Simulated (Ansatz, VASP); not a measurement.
One calculation of Cu, two programs

INCAR

```
SYSTEM = Cu
PREC     = Accurate       ! precision mode
ENCUT    = 520            ! plane-wave cutoff, eV
EDIFF    = 1E-7           ! SCF threshold, eV
ISMEAR   = 0              ! smearing method
SIGMA    = 0.15           ! smearing width, eV
LREAL    = .False.        ! projectors in reciprocal space
LASPH    = .True.         ! aspherical terms in the spheres
NELM     = 60             ! most SCF steps
ALGO     = Fast           ! electronic algorithm
ISIF     = 2              ! what is computed and relaxed
LWAVE    = .False.        ! write WAVECAR
LCHARG   = .True.         ! write CHGCAR
GGA      = PS             ! functional
LELF     = .True.         ! ELF
LVHAR    = .True.       
NBANDS   = 12             ! bands
```

File KPOINTS:

```
regular mesh
0
Gamma
  30 30 30
  0 0 0
```

Contents of POSCAR:

```
Cu
1.0
   -1.5606990597      1.5606990597      1.2512066359
    1.5606990597     -1.5606990597      1.2512066359
    1.5606990597      1.5606990597     -1.2512066359
Cu
1
Direct
    0.0000000000      0.0000000000      0.0000000000
```

Input for Ansatz:

```yaml
crystal:
  lattice:
    - [-1.5606990597, 1.5606990597, 1.2512066359]
    - [1.5606990597, -1.5606990597, 1.2512066359]
    - [1.5606990597, 1.5606990597, -1.2512066359]
  atoms:
    - { symbol: Cu, position: [0.0, 0.0, 0.0] }
basis:
  ecutwfc: 420
kpoints:
  mp_grid: { grid: [30, 30, 30] }
hamiltonian:
  xc: pbesol
scf:
  occupations: { method: gaussian, width: 0.15 }
output:
  forces: true
  stress: true
  eigenvalues: true
```

Change from the starting cell: strain +0.080 along x and y, -0.080 along z, atoms carried along.

Alike in both runs: task single point; functional PBEsol; k mesh 30 × 30 × 30; occupations gaussian, width 0.15 eV; no spin polarisation.

```csv
,VASP,Ansatz
version,VASP 6.6.1,Ansatz 0.2.0
potentials or method,"VASP PAW PBE potentials, release 64 (Cu), cutoff 520 eV","scalar-relativistic, plane waves, PAW"
valence electrons in the cell,11,19
```

```csv
,VASP,Ansatz,Ansatz less VASP
gap on the k mesh at the Fermi level (eV),none,none,-
pressure (GPa),-7.2,-7.9,-0.69
"traceless stress, the component that is largest in VASP (GPa)",5.72,5.63,-0.083
```

VASP's potentials were made for PBE, not for PBEsol. A gap of «none» marks a metal or a gap that the smearing closes. With one functional, cell and mesh, what is left measures potentials, basis and numerics. VASP's potentials hold 11 valence electrons a cell and Ansatz's 19, so a difference there can come from the potentials and not from the codes.
